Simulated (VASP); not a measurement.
# BaZn2H6 (P4/mmm) in VASP: single point with PBE

Aim: the single point of BaZn2H6 with PBE.

All numbers are computed with VASP 6.6.1; they aren't measurements. Logs are shortened: lines on timing, memory, paths and dates and some standing lists are left out, and cuts for length are marked.

**1. The cell of the first run**

It takes space group P4/mmm (No. 123, tetragonal). Conventional cell: a = 5.310 Å, b = 5.310 Å, c = 3.944 Å, α = 90.00°, β = 90.00°, γ = 90.00°. Within 3.5 Å of Ba (site symmetry 4/mmm) lie 12 H at 2.66 to 2.67 Å and 8 Zn at 3.31 Å. Zn (site symmetry mmm) has 6 H at 1.88 to 1.97 Å within 2.5 Å. H (site symmetry mmm) has 2 Zn at 1.97 Å and 2 Ba at 2.66 Å and 8 H at 2.72 Å within 2.8 Å. H (site symmetry m2m) has 2 Zn at 1.88 Å and 8 H at 2.55 to 2.76 Å and 2 Ba at 2.67 Å within 2.8 Å.

**2. Single point, PBE (atoms taken out)**

Input file INCAR:

```
ALGO = Fast ; EDIFF = 1E-6
ENCUT = 520 ; GGA = PE
ISIF = 2 ; ISMEAR = 0
LASPH = T ; LCHARG = T
LELF = T ; LREAL = F
LVHAR = T ; LWAVE = F
NBANDS = 30 ; NELM = 100
PREC = Accurate ; SIGMA = 0.1
```

Input file KPOINTS:

```
k-points
0
Gamma
  8 8 10
```

Input file POSCAR:

```
BaZn2H6
1.0
    5.3103850075      0.0000000000      0.0000000000
    0.0000000000      5.3103850075      0.0000000000
    0.0000000000      0.0000000000      3.9444038587
Ba Zn H
1 2 6
Direct
    0.5000000000      0.5000000000      0.5000000000
    0.0000000000      0.5000000000      0.0000000000
    0.5000000000      0.0000000000      0.0000000000
    0.0000000000      0.5000000000      0.5000000000
    0.5000000000      0.0000000000      0.5000000000
    0.2602093730      0.7397906270      0.0000000000
    0.7397906270      0.2602093730      0.0000000000
    0.2602093730      0.2602093730      0.0000000000
    0.7397906270      0.7397906270      0.0000000000
```

Potentials or basis: VASP PAW PBE potentials, release 64 (Ba_sv, Zn, H).

Run with:

```
> cat potpaw_PBE.64/Ba_sv/POTCAR potpaw_PBE.64/Zn/POTCAR potpaw_PBE.64/H/POTCAR > POTCAR
> mpirun -np 1 vasp_std > vasp.out
```

OUTCAR:

```text
EDIFF = 1E-6
   ENCUT = 520
   GGA = PE
   ISIF = 2
   ISMEAR = 0
   LASPH = T
   LREAL = F
   NELM = 100
   PREC = Accurate

 ion  position               nearest neighbor table
   1  0.500  0.500  0.500-   4 2.66   5 2.66   5 2.66   4 2.66   8 2.67   9 2.67   6 2.67   7 2.67
                             8 2.67   9 2.67   6 2.67   7 2.67   2 3.31   3 3.31   3 3.31   2 3.31
   2  0.000  0.500  0.000-   6 1.88   7 1.88   8 1.88   9 1.88   1 3.31   1 3.31   1 3.31   1 3.31

   3  0.500  0.000  0.000-   6 1.88   7 1.88   8 1.88   9 1.88   1 3.31   1 3.31   1 3.31   1 3.31

   4  0.000  0.500  0.500-   1 2.66   1 2.66
   5  0.500  0.000  0.500-   1 2.66   1 2.66
   6  0.260  0.740  0.000-   2 1.88   3 1.88   1 2.67   1 2.67
   7  0.740  0.260  0.000-   2 1.88   3 1.88   1 2.67   1 2.67
   8  0.260  0.260  0.000-   2 1.88   3 1.88   1 2.67   1 2.67
   9  0.740  0.740  0.000-   2 1.88   3 1.88   1 2.67   1 2.67

  LATTYP: Found a simple tetragonal cell.
 ALAT       =     5.3103850075
 C/A-ratio  =     0.7427717299

  Lattice vectors:

 A1 = (   5.3103850075,   0.0000000000,   0.0000000000)
 A2 = (   0.0000000000,   5.3103850075,   0.0000000000)
 A3 = (   0.0000000000,   0.0000000000,   3.9444038587)

Analysis of symmetry for initial positions (statically):
=====================================================================
 Subroutine PRICEL returns:
 Original cell was already a primitive cell.

 Routine SETGRP: Setting up the symmetry group for a
 simple tetragonal supercell.

 Subroutine GETGRP returns: Found 16 space group operations
 (whereof 16 operations were pure point group operations)
 out of a pool of 16 trial point group operations.

The static configuration has the point symmetry D_4h.

Analysis of symmetry for dynamics (positions and initial velocities):
=====================================================================
 Subroutine PRICEL returns:
 Original cell was already a primitive cell.

 Routine SETGRP: Setting up the symmetry group for a
 simple tetragonal supercell.

 Subroutine GETGRP returns: Found 16 space group operations
 (whereof 16 operations were pure point group operations)
 out of a pool of 16 trial point group operations.

The dynamic configuration has the point symmetry D_4h.

 Subroutine INISYM returns: Found 16 space group operations
 (whereof 16 operations are pure point group operations),
 and found     1 'primitive' translations

----------------------------------------------------------------------------------------

                                     Primitive cell

  volume of cell :     111.2329

  direct lattice vectors                    reciprocal lattice vectors
     5.310385007  0.000000000  0.000000000     0.188310263  0.000000000  0.000000000
     0.000000000  5.310385007  0.000000000     0.000000000  0.188310263  0.000000000
     0.000000000  0.000000000  3.944403859     0.000000000  0.000000000  0.253523735

  length of vectors
     5.310385007  5.310385007  3.944403859     0.188310263  0.188310263  0.253523735

  position of ions in fractional coordinates (direct lattice)
     0.500000000  0.500000000  0.500000000
     0.000000000  0.500000000  0.000000000
     0.500000000  0.000000000  0.000000000
     0.000000000  0.500000000  0.500000000
     0.500000000  0.000000000  0.500000000
     0.260209373  0.739790627  0.000000000
     0.739790627  0.260209373  0.000000000
     0.260209373  0.260209373  0.000000000
     0.739790627  0.739790627  0.000000000

  ion indices of the primitive-cell ions
   primitive index   ion index
                 1           1
                 2           2
                 3           3
                 4           4
                 5           5
                 6           6
                 7           7
                 8           8
                 9           9

----------------------------------------------------------------------------------------

 KPOINTS: k-points

Automatic generation of k-mesh.
 Grid dimensions read from file:
 generate k-points for:    8    8   10

 Generating k-lattice:

  Cartesian coordinates                     Fractional coordinates (reciprocal lattice)
     0.023538783  0.000000000  0.000000000     0.125000000  0.000000000  0.000000000
     0.000000000  0.023538783  0.000000000     0.000000000  0.125000000  0.000000000
     0.000000000  0.000000000  0.025352374     0.000000000  0.000000000  0.100000000

  Length of vectors
     0.023538783  0.023538783  0.025352374

  Shift w.r.t. Gamma in fractional coordinates (k-lattice)
     0.000000000  0.000000000  0.000000000

 Subroutine IBZKPT returns following result:
 ===========================================

 Found     90 irreducible k-points:

 Following reciprocal coordinates:
            Coordinates               Weight
  0.000000  0.000000  0.000000      1.000000
  0.125000  0.000000  0.000000      4.000000
  0.250000  0.000000  0.000000      4.000000
  0.375000  0.000000  0.000000      4.000000
  0.500000  0.000000  0.000000      2.000000
  0.125000  0.125000  0.000000      4.000000
[... 16 lines left out ...]
  0.375000  0.125000  0.100000     16.000000
  0.500000  0.125000  0.100000      8.000000
 [... further k-points ...]
   k-points           NKPTS =     90   k-points in BZ     NKDIM =     90   number of bands    NBANDS=     30
   number of dos      NEDOS =    301   number of ions     NIONS =      9
   total plane-waves  NPLWV =  48000
   dimension x,y,z NGX =    40 NGY =   40 NGZ =   30
   dimension x,y,z NGXF=    80 NGYF=   80 NGZF=   60
   ions per type =               1   2   6
   NGX,Y,Z   is equivalent  to a cutoff of  12.52, 12.52, 12.64 a.u.
   NGXF,Y,Z  is equivalent  to a cutoff of  25.04, 25.04, 25.29 a.u.
 SYSTEM =  unknown system
   PREC   = accura    normal or accurate (medium, high low for compatibility)
   ISTART =      0    job   : 0-new  1-cont  2-samecut
   ICHARG =      2    charge: 1-file 2-atom 10-const
   ISPIN  =      1    spin polarized calculation?
   LNONCOLLINEAR =      F non collinear calculations
   LSORBIT =      F    spin-orbit coupling
   LASPH  =      T    aspherical Exc in radial PAW
   ENCUT  =  520.0 eV  38.22 Ry    6.18 a.u.   9.87  9.87  7.33*2*pi/ulx,y,z
   NELM   =    100;   NELMIN=  2; NELMDL= -5     # of ELM steps
   EDIFF  = 0.1E-05   stopping-criterion for ELM
   LREAL  =      F    real-space projection
   EDIFFG = 0.1E-04   stopping-criterion for IOM
   NSW    =      0    number of steps for IOM
   IBRION =     -1    ionic relax: 0-MD 1-quasi-New 2-CG
   NFREE  =      0    steps in history (QN), initial steepest desc. (CG)
   ISIF   =      2    stress and relaxation
   ISYM   =      2    0-nonsym 1-usesym 2-fastsym
   POTIM  = 0.5000    time-step for ionic-motion
   TEBEG  =    0.0;   TEEND  =   0.0 temperature during run
   PSTRESS=    0.0 pullay stress
   NELECT =      40.0000    total number of electrons
   NUPDOWN=      -1.0000    fix difference up-down
   EMIN   =  10.00;   EMAX   =-10.00  energy-range for DOS
   EFERMI =   0.00;   METHOD = LEGACY
   ISMEAR =     0;   SIGMA  =   0.10  broadening in eV -4-tet -1-fermi 0-gaus
   EFERMI_NEDOS =   21; number of points for ismear=-14 and -15
   IALGO  =     68    algorithm
   IMIX   =      4    mixing-type and parameters
     AMIX     =   0.40;   BMIX     =  1.00
     AMIX_MAG =   1.60;   BMIX_MAG =  1.00
  volume/ion in A,a.u.               =      12.36        83.40
  Fermi-wavevector in a.u.,A,eV,Ry     =   1.164172  2.199965 18.439917  1.355296
  Thomas-Fermi vector in A             =   2.300713
   LORBIT       =      0    0 simple, 1 ext, 2 COOP (PROOUT), +10 PAW based schemes
   GGA     = PE    functional components
   LHFCALC =     F    Hartree Fock is set to
   AEXX    =    0.0000 exact exchange contribution
   IVDW    =     0    specifies the selected vdW correction
   LEPSILON=     F    determine dielectric tensor
   LRPA    =     F    only Hartree local field effects (RPA)
 non-spin polarized calculation
 RMM-DIIS sequential band-by-band and
 Gauss-broadening in eV      SIGMA  =   0.10
  energy-cutoff  :      520.00
  volume of cell :      111.23
 maximum number of plane-waves:      3032
 NGX is ok and might be reduce to    40
   NGX = 19   NGY = 19   NGZ = 15

 number of electron      40.0000052 magnetization

 Free energy of the ion-electron system (eV)
  ---------------------------------------------------
  ext. energy  EPLUGINS =         0.00000000
  ---------------------------------------------------
  free energy    TOTEN  =       -24.97951856 eV

  energy without entropy =      -24.97756279  energy(sigma->0) =      -24.97854068

 E-fermi :   0.4629     XC(G=0):  -8.8039

 val. band max:        0.3983204065   @ k =   0.1250   0.0000   0.3000
 cond. band min:       0.4779172089   @ k =   0.2500   0.0000   0.5000
 fundamental gap:      0.0795968024
 Fermi energy:         0.4629036389

 k-point     1 :       0.0000    0.0000    0.0000
  band No.  band energies     occupation
      1     -26.2787      2.00000
      2     -11.7436      2.00000
      3     -11.7436      2.00000
      4     -11.2831      2.00000
      5      -7.3981      2.00000
      6      -6.7836      2.00000
[... 22 lines left out ...]
     29       7.4783      0.00000
     30       8.0668      0.00000

 k-point     2 :       0.1250    0.0000    0.0000
  band No.  band energies     occupation
      1     -26.2781      2.00000
      2     -11.7852      2.00000
      3     -11.7429      2.00000
      4     -11.2839      2.00000
      5      -7.2972      2.00000
      6      -6.7629      2.00000
[... 22 lines left out ...]
     29       7.3672      0.00000
     30       7.7640      0.00000

 k-point     3 :       0.2500    0.0000    0.0000
  band No.  band energies     occupation
      1     -26.2767      2.00000
      2     -11.8808      2.00000
      3     -11.7411      2.00000
      4     -11.2860      2.00000
      5      -7.0387      2.00000
      6      -6.7024      2.00000
[... 682 lines left out ...]
     29       7.7207      0.00000
     30       8.3969      0.00000

 k-point    24 :       0.5000    0.1250    0.1000
  band No.  band energies     occupation
      1     -26.2670      2.00000
      2     -11.9760      2.00000
      3     -11.7605      2.00000
      4     -11.4144      2.00000
      5      -6.6007      2.00000
      6      -6.5928      2.00000
[... 22 lines left out ...]
     29       8.0443      0.00000
     30       8.6988      0.00000

 [... further k-points ...]

------------------------ aborting loop because EDIFF is reached ----------------------------------------

  FORCE on cell =-STRESS in cart. coord.  units (eV):
  Direction    XX          YY          ZZ          XY          YZ          ZX
  --------------------------------------------------------------------------------------
  -------------------------------------------------------------------------------------
  Total        0.3610430      0.3610430      0.4496895      0.0000000      0.0000000      0.0000000
  in kB        5.2003925      5.2003925      6.4772390      0.0000000      0.0000000      0.0000000
  external PRESSURE =       5.6260080 kB  Pullay stress =       0.0000000 kB

 VOLUME and BASIS-vectors are now :
 -----------------------------------------------------------------------------
  energy-cutoff  :      520.00
  volume of cell :      111.23
      direct lattice vectors                 reciprocal lattice vectors
     5.310385007  0.000000000  0.000000000     0.188310263  0.000000000  0.000000000
     0.000000000  5.310385007  0.000000000     0.000000000  0.188310263  0.000000000
     0.000000000  0.000000000  3.944403859     0.000000000  0.000000000  0.253523735

 POSITION                                       TOTAL-FORCE (eV/Angst)
 -----------------------------------------------------------------------------------
      2.65519      2.65519      1.97220         0.000000      0.000000     -0.000000
      0.00000      2.65519      0.00000         0.000000      0.000000     -0.000000
      2.65519      0.00000      0.00000         0.000000      0.000000     -0.000000
      0.00000      2.65519      1.97220         0.000000      0.000000     -0.000000
      2.65519      0.00000      1.97220         0.000000      0.000000     -0.000000
      1.38181      3.92857      0.00000        -0.025461      0.025461      0.000000
      3.92857      1.38181      0.00000         0.025461     -0.025461     -0.000000
      1.38181      1.38181      0.00000        -0.025461     -0.025461     -0.000000
      3.92857      3.92857      0.00000         0.025461      0.025461     -0.000000
 -----------------------------------------------------------------------------------
    total drift:                                0.000000      0.000000     -0.000000

  FREE ENERGIE OF THE ION-ELECTRON SYSTEM (eV)
  ---------------------------------------------------
  free  energy   TOTEN  =       -24.9795185603 eV

  energy  without entropy=      -24.9775627938  energy(sigma->0) =      -24.97854068
```

It took 3.9 min on 1 thread of Intel Xeon Platinum 8559C (Emerald Rapids), shared host; peak memory 0.42 GiB.

Results:

```yaml
Free_energy: -24.9795 eV
Pressure: 0.6 GPa
Largest_force: 0.036 eV/Å
Band_gap_on_the_k_mesh: zero (bands 20 and 21 overlap by 0.42 eV)
```

Forces on the atoms (eV/Å):
```
Ba   0.000  0.000  0.000
Zn   0.000  0.000  0.000
Zn   0.000  0.000  0.000
H    0.000  0.000  0.000
H    0.000  0.000  0.000
H   -0.025  0.025  0.000
H    0.025 -0.025  0.000
H   -0.025 -0.025  0.000
H    0.025  0.025  0.000
```

Caveat: the cell differs from its parent crystal (atoms taken out); spin-orbit coupling is left out, which moves the levels of the heavy elements.
